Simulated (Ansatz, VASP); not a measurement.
**In in VASP and in Ansatz**

```
In
1.0
     3.23118    0.00000    0.00000
    -1.61559    2.79829    0.00000
     0.00000    0.00000    5.87056
In
2
Direct
  0.33333 0.66667 0.25000
  0.66667 0.33333 0.75000
```

Alike in both runs: task single point; functional r2SCAN; k mesh 18 × 18 × 10; occupations gaussian, width 0.15 eV; no spin polarisation.

|  | VASP | Ansatz |
| --- | --- | --- |
| version | VASP 6.6.1 | Ansatz 0.2.0 |
| potentials or method | VASP PAW PBE potentials, release 64 (In_d), cutoff 520 eV | scalar-relativistic, plane waves, PAW |
| valence electrons in the cell | 26 | 26 |

```tsv
	VASP	Ansatz	Ansatz less VASP
gap on the k mesh at the Fermi level (eV)	none	none	-
pressure (GPa)	0.2	0.2	-0.03
traceless stress, the component that is largest in VASP (GPa)	-1.52	-1.52	+0.002
```

VASP's potentials were made for PBE, not for r2SCAN. A gap of «none» marks a metal or a gap that the smearing closes.
